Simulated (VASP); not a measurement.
# Ta3BiO3 in VASP: notebook

Ta3BiO3 is run at these levels: PBE; tasks: single point.

All numbers are computed with VASP 6.6.1; they aren't measurements. Logs are shortened: lines on timing, memory, paths and dates and some standing lists are left out, and cuts for length are marked.

### 1 The cell of the first run

It takes space group Cm (No. 8, monoclinic). Conventional cell: a = 7.981 Å, b = 6.294 Å, c = 5.727 Å, α = 90.00°, β = 121.37°, γ = 90.00°. Ta (site symmetry m) has 3 O at 1.97 to 2.13 Å within 2.6 Å. Within 2.6 Å of Ta (site symmetry 1) lie 3 O at 1.97 to 2.08 Å. Bi (site symmetry m) has 7 Ta at 2.87 to 3.42 Å and 12 O at 3.27 to 3.92 Å within 4.0 Å. Within 2.6 Å of O (site symmetry 1) lie 3 Ta at 1.97 to 2.13 Å. Within 2.6 Å of O (site symmetry m) lie 3 Ta at 1.97 to 2.08 Å.

### 2 Single point, PBE

Contents of INCAR:

```
SYSTEM = Ta3BiO3
ALGO = Normal
EDIFF = 1E-6
ENCUT = 520
GGA = PE
ISIF = 2
ISMEAR = 0
LASPH = .TRUE.
LCHARG = .FALSE.
LREAL = .FALSE.
LWAVE = .FALSE.
NBANDS = 42
NELM = 80
PREC = Accurate
SIGMA = 0.2
```

Contents of KPOINTS:

```
k-points
0
G
  6 6 4
  0 0 0
```

Contents of POSCAR:

```
Ta3BiO3
1.0
   -3.9905179339      3.1471476130     -0.0055549226
   -3.9905179339     -3.1471476130     -0.0055549226
   -2.9881708813      0.0000000000      4.8857373621
Ta Bi O
3 1 3
Direct
    0.3522512714      0.3522512714      0.1288216526
    0.2927891530      0.7481244206      0.4323600427
    0.7481244206      0.2927891530      0.4323600427
    0.7958413963      0.7958413963      0.9466469303
    0.4926356316      0.0438797232      0.4488425429
    0.0438797232      0.4926356316      0.4488425429
    0.4486183540      0.4486183540      0.7342343159
```

Potentials or basis: VASP PAW PBE potentials, release 64 (Ta_pv, Bi_d, O).

Started as:

```console
$ cat potpaw_PBE.64/Ta_pv/POTCAR potpaw_PBE.64/Bi_d/POTCAR potpaw_PBE.64/O/POTCAR > POTCAR
$ mpirun -np 1 vasp_std > vasp.out
```

OUTCAR:

```text
SYSTEM = Ta3BiO3
   EDIFF = 1E-6
   ENCUT = 520
   GGA = PE
   ISIF = 2
   ISMEAR = 0
   LASPH = .TRUE.
   LREAL = .FALSE.
   NELM = 80
   PREC = Accurate

 ion  position               nearest neighbor table
   1  0.352  0.352  0.129-   7 1.97   6 2.13   5 2.13   2 2.86   3 2.86   3 3.05   2 3.05   4 3.13
                             4 3.42   4 3.42
   2  0.293  0.748  0.432-   6 1.97   5 2.05   7 2.08   1 2.86   3 2.87   4 2.87   1 3.05   4 3.05
                             3 3.43
   3  0.748  0.293  0.432-   5 1.97   6 2.05   7 2.08   1 2.86   2 2.87   4 2.87   1 3.05   4 3.05
                             2 3.43
   4  0.796  0.796  0.947-   3 2.87   2 2.87   2 3.05   3 3.05   1 3.13   1 3.42   1 3.42
   5  0.493  0.044  0.449-   3 1.97   2 2.05   1 2.13
   6  0.044  0.493  0.449-   2 1.97   3 2.05   1 2.13
   7  0.449  0.449  0.734-   1 1.97   2 2.08   3 2.08

  LATTYP: Found a base centered monoclinic cell.
 ALAT       =     7.9810436004
 B/A-ratio  =     0.7886556622
 C/A-ratio  =     0.7175869893
 COS(beta)  =    -0.5205724566

  Lattice vectors:

 A1 = (   3.9905179339,  -3.1471476130,   0.0055549226)
 A2 = (   3.9905179339,   3.1471476130,   0.0055549226)
 A3 = (  -2.9881708813,   0.0000000000,   4.8857373621)

Analysis of symmetry for initial positions (statically):
=====================================================================
 Subroutine PRICEL returns:
 Original cell was already a primitive cell.

 Routine SETGRP: Setting up the symmetry group for a
 base centered monoclinic supercell.

 Subroutine GETGRP returns: Found  2 space group operations
 (whereof  2 operations were pure point group operations)
 out of a pool of  4 trial point group operations.

The static configuration has the point symmetry C_1h.

Analysis of symmetry for dynamics (positions and initial velocities):
=====================================================================
 Subroutine PRICEL returns:
 Original cell was already a primitive cell.

 Routine SETGRP: Setting up the symmetry group for a
 base centered monoclinic supercell.

 Subroutine GETGRP returns: Found  2 space group operations
 (whereof  2 operations were pure point group operations)
 out of a pool of  4 trial point group operations.

The dynamic configuration has the point symmetry C_1h.

 Subroutine INISYM returns: Found  2 space group operations
 (whereof  2 operations are pure point group operations),
 and found     1 'primitive' translations

[... 110 lines left out ...]
   ISIF   =      2    stress and relaxation
   ISYM   =      2    0-nonsym 1-usesym 2-fastsym
   POTIM  = 0.5000    time-step for ionic-motion
   TEBEG  =    0.0;   TEEND  =   0.0 temperature during run
   PSTRESS=    0.0 pullay stress
   NELECT =      66.0000    total number of electrons
   NUPDOWN=      -1.0000    fix difference up-down
   EMIN   =  10.00;   EMAX   =-10.00  energy-range for DOS
   EFERMI =   0.00;   METHOD = LEGACY
   ISMEAR =     0;   SIGMA  =   0.20  broadening in eV -4-tet -1-fermi 0-gaus
   EFERMI_NEDOS =   21; number of points for ismear=-14 and -15
   IALGO  =     38    algorithm
   IMIX   =      4    mixing-type and parameters
     AMIX     =   0.40;   BMIX     =  1.00
     AMIX_MAG =   1.60;   BMIX_MAG =  1.00
  volume/ion in A,a.u.               =      17.55       118.41
  Fermi-wavevector in a.u.,A,eV,Ry     =   1.330957  2.515145 24.102003  1.771447
  Thomas-Fermi vector in A             =   2.460005
   LORBIT       =      0    0 simple, 1 ext, 2 COOP (PROOUT), +10 PAW based schemes
   GGA     = PE    functional components
   LHFCALC =     F    Hartree Fock is set to
   AEXX    =    0.0000 exact exchange contribution
   IVDW    =     0    specifies the selected vdW correction
   LEPSILON=     F    determine dielectric tensor
   LRPA    =     F    only Hartree local field effects (RPA)
 non-spin polarized calculation
 Gauss-broadening in eV      SIGMA  =   0.20
  energy-cutoff  :      520.00
  volume of cell :      122.82
 maximum number of plane-waves:      3333
 NGX is ok and might be reduce to    40
   NGX = 19   NGY = 19   NGZ = 21

 number of electron      66.0000003 magnetization

 Free energy of the ion-electron system (eV)
  ---------------------------------------------------
  ext. energy  EPLUGINS =         0.00000000
  ---------------------------------------------------
  free energy    TOTEN  =       -63.77573627 eV

  energy without entropy =      -63.70501159  energy(sigma->0) =      -63.74037393

 E-fermi :   5.2323     XC(G=0): -10.7678

 val. band max:        5.2301059384   @ k =  -0.3333   0.3333   0.2500
 cond. band min:       5.2495175739   @ k =   0.5000   0.0000   0.5000
 fundamental gap:      0.0194116356
 Fermi energy:         5.2323211513

 k-point     1 :       0.0000    0.0000    0.0000
  band No.  band energies     occupation
      1     -30.3714      2.00000
      2     -30.3119      2.00000
      3     -30.1885      2.00000
      4     -30.1078      2.00000
      5     -29.9509      2.00000
      6     -29.8988      2.00000
[... 1069 lines left out ...]
     41       8.6515      0.00000
     42       8.8107      0.00000

 [... further k-points ...]

------------------------ aborting loop because EDIFF is reached ----------------------------------------

  FORCE on cell =-STRESS in cart. coord.  units (eV):
  Direction    XX          YY          ZZ          XY          YZ          ZX
  --------------------------------------------------------------------------------------
  -------------------------------------------------------------------------------------
  Total        0.4357675      0.0261059      0.3042421      0.0000000      0.0000000     -0.0604309
  in kB        5.6844616      0.3405442      3.9687503      0.0000000      0.0000000     -0.7883038
  external PRESSURE =       3.3312520 kB  Pullay stress =       0.0000000 kB

 VOLUME and BASIS-vectors are now :
 -----------------------------------------------------------------------------
  energy-cutoff  :      520.00
  volume of cell :      122.82
      direct lattice vectors                 reciprocal lattice vectors
    -3.990517934  3.147147613 -0.005554923    -0.125190434  0.158874022 -0.076567851
    -3.990517934 -3.147147613 -0.005554923    -0.125190434 -0.158874022 -0.076567851
    -2.988170881  0.000000000  4.885737362    -0.000284675  0.000000000  0.204503286

 POSITION                                       TOTAL-FORCE (eV/Angst)
 -----------------------------------------------------------------------------------
     -3.19627      0.00000      0.62548         0.002989      0.000000      0.020976
     -5.44575     -1.43301      2.10662        -0.052133     -0.051670      0.003101
     -5.44575      1.43301      2.10662        -0.052133      0.051670      0.003101
     -9.18038      0.00000      4.61623        -0.020525      0.000000     -0.010410
     -3.48219      1.41230      2.18995         0.039761      0.012327      0.016976
     -3.48219     -1.41230      2.18995         0.039761     -0.012327      0.016976
     -5.77446      0.00000      3.58229         0.042282      0.000000     -0.050722
 -----------------------------------------------------------------------------------
    total drift:                                0.000998     -0.000000     -0.000109

  FREE ENERGIE OF THE ION-ELECTRON SYSTEM (eV)
  ---------------------------------------------------
  free  energy   TOTEN  =       -63.7757362714 eV

  energy  without entropy=      -63.7050115947  energy(sigma->0) =      -63.74037393
```

OSZICAR:

```text
N       E                     dE             d eps       ncg     rms          rms(c)
DAV:   1     0.753719537378E+03    0.75372E+03   -0.35465E+04  3948   0.172E+03
DAV:   2     0.149834489300E+02   -0.73874E+03   -0.70857E+03  4192   0.490E+02
DAV:   3    -0.672340233041E+02   -0.82217E+02   -0.79280E+02  4582   0.163E+02
DAV:   4    -0.714925392311E+02   -0.42585E+01   -0.41725E+01  4936   0.358E+01
DAV:   5    -0.716502911581E+02   -0.15775E+00   -0.15735E+00  5504   0.685E+00    0.353E+01
DAV:   6    -0.642378938880E+02    0.74124E+01   -0.41390E+01  4910   0.355E+01    0.159E+01
DAV:   7    -0.638501860949E+02    0.38771E+00   -0.39384E+00  4816   0.111E+01    0.973E+00
DAV:   8    -0.637863262246E+02    0.63860E-01   -0.59122E-01  4678   0.478E+00    0.811E-01
DAV:   9    -0.637759371083E+02    0.10389E-01   -0.73038E-02  5288   0.192E+00    0.473E-01
DAV:  10    -0.637756322087E+02    0.30490E-03   -0.13607E-02  4824   0.813E-01    0.280E-01
DAV:  11    -0.637756182574E+02    0.13951E-04   -0.23233E-03  4824   0.376E-01    0.886E-02
DAV:  12    -0.637757250064E+02   -0.10675E-03   -0.42243E-04  5004   0.121E-01    0.405E-02
DAV:  13    -0.637757369830E+02   -0.11977E-04   -0.13800E-04  4816   0.675E-02    0.174E-02
DAV:  14    -0.637757348584E+02    0.21247E-05   -0.18795E-05  4684   0.287E-02    0.802E-03
DAV:  15    -0.637757364200E+02   -0.15617E-05   -0.13831E-05  4368   0.173E-02    0.445E-03
DAV:  16    -0.637757362714E+02    0.14866E-06   -0.15344E-06  2996   0.911E-03
   1 F= -.63775736E+02 E0= -.63740374E+02  d E =-.707247E-01
```

It took 6.7 min on 1 thread of Intel Xeon 8259CL, shared host; peak memory 0.4 GiB.

What came out:

- Free energy: -63.7757 eV
- Pressure: 0.3 GPa
- Largest force: 0.073 eV/Å
- Band gap on the k mesh: zero (bands 33 and 34 overlap by 1.05 eV)

Forces in eV/Å, atoms in the order of the input:
```
Ta   0.003  0.000  0.021
Ta  -0.052 -0.052  0.003
Ta  -0.052  0.052  0.003
Bi  -0.021  0.000 -0.010
O    0.040  0.012  0.017
O    0.040 -0.012  0.017
O    0.042  0.000 -0.051
```

Stress tensor (GPa, compression positive):
```
 0.57  0.00 -0.08
 0.00  0.03  0.00
-0.08  0.00  0.40
```

Levels at points of the mesh, in eV from the Fermi level:
```
           k point  band 31  band 32  band 33  band 34  band 35  band 36
(0.00, 0.00, 0.00)    -1.32    -0.75    -0.23     0.28     1.16     1.32
(0.50, 0.00, 0.00)    -1.29    -0.78    -0.10     0.79     1.29     1.34
(0.50, 0.50, 0.00)    -1.53    -1.15    -0.86     0.37     1.63     2.19
(0.00, 0.00, 0.50)    -1.20    -0.89    -0.26     0.79     1.52     2.14
(0.50, 0.00, 0.50)    -0.84    -0.62     0.02     0.61     1.02     1.46
(0.50, 0.50, 0.50)    -1.14    -0.92    -0.80    -0.74     0.70     1.44
```

Caveat: spin-orbit coupling is left out, which moves the levels of the heavy elements.

### 3 Single point, PBE

This run uses another cell than the first one, of 17.50 Å³/atom.

Contents of INCAR:

```
ALGO     = Normal         # electronic algorithm
EDIFF    = 1E-7           # SCF threshold, eV
ENCUT    = 520            # plane-wave cutoff, eV
GGA      = PE             # functional
ISIF     = 2              # what is computed and relaxed
ISMEAR   = 0              # smearing method
LASPH    = True           # aspherical terms in the spheres
LCHARG   = False          # write CHGCAR
LREAL    = False          # projectors in reciprocal space
LWAVE    = False          # write WAVECAR
NBANDS   = 42             # bands
NELM     = 100            # most SCF steps
PREC     = Accurate       # precision mode
SIGMA    = 0.2            # smearing width, eV
```

Contents of KPOINTS:

```
k-points
0
Gamma
  6 6 4
```

Contents of POSCAR:

```
Ta3BiO3
1.0
   -3.9922356837      3.1265478159      0.0025130366
   -3.9915310565     -3.1263694404      0.0006276844
   -2.9980581934      0.0005227642      4.9099463337
Ta Bi O
3 1 3
Direct
    0.3537978117      0.3531763870      0.1265761770
    0.2905502067      0.7499396904      0.4333038281
    0.7499355053      0.2906847664      0.4331551948
    0.7964854208      0.7966516558      0.9484283858
    0.4933076299      0.0438753580      0.4485480597
    0.0439891824      0.4935334678      0.4479945388
    0.4460741929      0.4462786246      0.7341018856
```

Potentials or basis: VASP PAW PBE potentials, release 64 (Ta_pv, Bi_d, O).

Started as:

```console
$ cat potpaw_PBE.64/Ta_pv/POTCAR potpaw_PBE.64/Bi_d/POTCAR potpaw_PBE.64/O/POTCAR > POTCAR
$ mpirun -np 1 vasp_std > vasp.out
```

OUTCAR:

```text
EDIFF = 1E-7
   ENCUT = 520
   GGA = PE
   ISIF = 2
   ISMEAR = 0
   LASPH = True
   LREAL = False
   NELM = 100
   PREC = Accurate

 ion  position               nearest neighbor table
   1  0.354  0.353  0.127-   7 1.98   6 2.13   5 2.13   2 2.85   3 2.86   3 3.06   2 3.07   4 3.13
                             4 3.39   4 3.40
   2  0.291  0.750  0.433-   6 1.97   5 2.05   7 2.08   1 2.85   3 2.87   4 2.88   4 3.05   1 3.07
                             3 3.38
   3  0.750  0.291  0.433-   5 1.97   6 2.05   7 2.08   1 2.86   2 2.87   4 2.88   4 3.05   1 3.06
[... 1300 lines left out ...]
  Total        0.3304237      0.0971841      0.1372965      0.0011057      0.0045306     -0.0614339
  in kB        4.3206470      1.2707873      1.7953006      0.0144582      0.0592429     -0.8033152
  external PRESSURE =       2.4622450 kB  Pullay stress =       0.0000000 kB

 VOLUME and BASIS-vectors are now :
 -----------------------------------------------------------------------------
  energy-cutoff  :      520.00
  volume of cell :      122.53
      direct lattice vectors                 reciprocal lattice vectors
    -3.992235684  3.126547816  0.002513037    -0.125280687  0.159934306 -0.076514563
    -3.991531056 -3.126369440  0.000627684    -0.125287822 -0.159916410 -0.076484865
    -2.998058193  0.000522764  4.909946334     0.000080139 -0.000061415  0.203717154

 POSITION                                       TOTAL-FORCE (eV/Angst)
 -----------------------------------------------------------------------------------
     -3.20164      0.00207      0.62259         0.002189     -0.008091      0.029427
     -5.45242     -1.43594      2.12870        -0.036777     -0.016212     -0.027740
     -5.45282      1.43615      2.12884        -0.030032      0.019240     -0.029132
     -9.20306      0.00012      4.65923         0.002399     -0.001974      0.004807
     -3.48930      1.40541      2.20361         0.036455      0.014315      0.014488
     -3.48868     -1.40520      2.20005         0.026608     -0.012691      0.017060
     -5.76305     -0.00018      3.60580        -0.000842      0.005413     -0.008910
 -----------------------------------------------------------------------------------
    total drift:                                0.000753     -0.000086     -0.000244

  FREE ENERGIE OF THE ION-ELECTRON SYSTEM (eV)
  ---------------------------------------------------
  free  energy   TOTEN  =       -63.7772008139 eV

  energy  without entropy=      -63.7040064852  energy(sigma->0) =      -63.74060365
```

OSZICAR:

```text
N       E                     dE             d eps       ncg     rms          rms(c)
DAV:   1     0.753314106834E+03    0.75331E+03   -0.35484E+04  6384   0.171E+03
DAV:   2     0.144617136422E+02   -0.73885E+03   -0.70985E+03  6726   0.491E+02
DAV:   3    -0.675067253548E+02   -0.81968E+02   -0.79192E+02  7546   0.162E+02
DAV:   4    -0.715174552444E+02   -0.40107E+01   -0.39400E+01  7942   0.349E+01
DAV:   5    -0.716711605802E+02   -0.15371E+00   -0.15335E+00  8928   0.672E+00    0.352E+01
DAV:   6    -0.642338845938E+02    0.74373E+01   -0.41389E+01  7936   0.357E+01    0.158E+01
DAV:   7    -0.638515206967E+02    0.38236E+00   -0.39557E+00  7848   0.111E+01    0.969E+00
DAV:   8    -0.637877375127E+02    0.63783E-01   -0.59090E-01  7538   0.475E+00    0.813E-01
DAV:   9    -0.637773330995E+02    0.10404E-01   -0.72882E-02  8632   0.188E+00    0.472E-01
DAV:  10    -0.637771051879E+02    0.22791E-03   -0.12929E-02  7688   0.802E-01    0.277E-01
DAV:  11    -0.637770840226E+02    0.21165E-04   -0.22656E-03  7864   0.375E-01    0.887E-02
DAV:  12    -0.637771894998E+02   -0.10548E-03   -0.41969E-04  8004   0.122E-01    0.403E-02
DAV:  13    -0.637772007589E+02   -0.11259E-04   -0.12752E-04  7888   0.662E-02    0.172E-02
DAV:  14    -0.637771994323E+02    0.13266E-05   -0.18163E-05  7596   0.279E-02    0.796E-03
DAV:  15    -0.637772008390E+02   -0.14068E-05   -0.12349E-05  7768   0.168E-02    0.424E-03
DAV:  16    -0.637772007508E+02    0.88198E-07   -0.15258E-06  7642   0.859E-03    0.139E-03
DAV:  17    -0.637772008139E+02   -0.63061E-07   -0.38066E-07  6472   0.340E-03
   1 F= -.63777201E+02 E0= -.63740604E+02  d E =-.731943E-01
```

It took 12 min on 1 thread of Intel Xeon 8259CL, shared host; peak memory 0.5 GiB.

Results:

```
Free energy            : -63.7772 eV
Pressure               : 0.2 GPa
Largest force          : 0.049 eV/Å
Band gap on the k mesh : zero (bands 33 and 34 overlap by 1.05 eV)
```

Forces on the atoms (eV/Å):
```
Ta   0.002 -0.008  0.029
Ta  -0.037 -0.016 -0.028
Ta  -0.030  0.019 -0.029
Bi   0.002 -0.002  0.005
O    0.036  0.014  0.014
O    0.027 -0.013  0.017
O   -0.001  0.005 -0.009
```

Stress tensor (GPa, compression positive):
```
 0.43  0.00 -0.08
 0.00  0.13  0.01
-0.08  0.01  0.18
```

Levels at points of the mesh, in eV from the Fermi level:
```csv
k point,band 29,band 30,band 31,band 32,band 33,band 34,band 35,band 36,band 37,band 38
"(0.00, 0.00, 0.00)",-2.20,-1.90,-1.34,-0.77,-0.26,0.29,1.18,1.29,1.86,2.37
"(0.50, 0.00, 0.00)",-2.35,-1.67,-1.31,-0.78,-0.08,0.80,1.28,1.32,1.81,2.09
"(0.00, 0.50, 0.00)",-2.35,-1.66,-1.31,-0.79,-0.08,0.79,1.28,1.32,1.81,2.09
"(0.50, 0.50, 0.00)",-2.63,-2.02,-1.53,-1.14,-0.88,0.31,1.62,2.13,2.43,2.58
"(0.00, 0.00, 0.50)",-2.55,-1.78,-1.24,-0.94,-0.23,0.82,1.52,2.17,2.18,2.35
"(0.50, 0.00, 0.50)",-2.71,-1.86,-0.86,-0.63,0.04,0.60,1.01,1.43,1.50,1.71
"(0.00, 0.50, 0.50)",-2.72,-1.86,-0.86,-0.63,0.03,0.60,1.01,1.43,1.50,1.71
"(0.50, 0.50, 0.50)",-2.45,-1.86,-1.16,-0.96,-0.79,-0.77,0.70,1.41,2.03,2.43
```

Caveat: spin-orbit coupling is left out, which moves the levels of the heavy elements.

[end of part 1 of 2]
